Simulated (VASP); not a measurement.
Runs of VASP 6.6.1 on CsPbCl3. The structure is that of space group Pm-3m (No. 221), or close to it. The cells are those of the table. 

| level | cell | smearing | gap on the mesh (eV) | pressure (GPa) |
| --- | --- | --- | --- | --- |
| r2SCAN | a = 5.701, b = 5.701, c = 5.677 Å, angles 90.0, 90.0, 90.5°, 5 atoms | gaussian 0.01 eV | 2.48 | -0.2 |
| r2SCAN | a = 5.727 Å, angles 89.0°, 5 atoms | gaussian 0.01 eV | (a) | -0.6 |
| PBE | a = 5.677 Å, 5 atoms | fermi-dirac 0.02 eV | 2.10 | 0.7 |
| r2SCAN | a = 5.677 Å, 5 atoms | gaussian 0.01 eV | 2.48 | (b) |
| PBE | a = 5.727 Å, angles 89.0°, 5 atoms | fermi-dirac 0.02 eV | 2.17 | 0.1 |
| r2SCAN | a = 5.882 Å, 5 atoms | gaussian 0.01 eV | 2.85 | -2.1 |
| PBE | a = 5.701, b = 5.701, c = 5.677 Å, angles 90.0, 90.0, 90.5°, 5 atoms | fermi-dirac 0.02 eV | 2.10 | 0.5 |
| PBE | a = 5.882 Å, 5 atoms | fermi-dirac 0.02 eV | 2.45 | -1.4 |

Alike in all rows: task single point; potentials or basis VASP PAW PBE potentials, release 64 (Cs_sv, Pb_d, Cl); no spin polarisation; k mesh 4 × 4 × 4; cutoff (eV) 520.

Task: Fill in the values left out.

Result: (a) 2.55; (b) 0.0.

Caveats: spin-orbit coupling is left out, which moves the levels of the heavy elements; the PAW data sets were made with another functional, which shifts forces and pressure a little (at least some runs).

A k mesh can miss the band edges, and the runs leave out spin-orbit coupling on Cs, Pb.
